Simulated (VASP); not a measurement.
**Ge: single point with PBEsol**

Ge:

```
Ge
1.0
    -2.55983    2.55983    1.40046
     2.55983   -2.55983    1.40046
     2.55983    2.55983   -1.40046
Ge
2
Direct
  0.25000 0.75000 0.50000
  0.50000 0.50000 0.00000
```

```json
{"Program": "VASP 6.6.1", "Task": "single point", "Functional": "PBEsol", "Potentials or basis": "VASP PAW PBE potentials, release 64 (Ge_d)", "Cutoff": "520 eV", "k mesh": "12 × 12 × 12, shifted", "Occupations": "gaussian, width 0.1 eV", "Spin": "no spin polarisation"}
```

The pressure is -0.1 GPa and the band gap on the k mesh is zero (bands 14 and 15 overlap by 4.95 eV).

Levels at points of the mesh, in eV from the Fermi level:
| k point | band 10 | band 11 | band 12 | band 13 | band 14 | band 15 | band 16 | band 17 | band 18 | band 19 |
| --- | --- | --- | --- | --- | --- | --- | --- | --- | --- | --- |
| (0.04, 0.04, 0.04) | -24.41 | -13.24 | -4.63 | -2.18 | -1.70 | 3.74 | 6.25 | 6.75 | 7.24 | 7.50 |

Wall time 100 s on 1 thread of Intel(R) Xeon(R) Platinum 8375C CPU @ 2.90GHz (Ice Lake), with other jobs on the host, peak memory 0.23 GiB.

Caveat: the PAW data sets were made with another functional, which shifts forces and pressure a little.
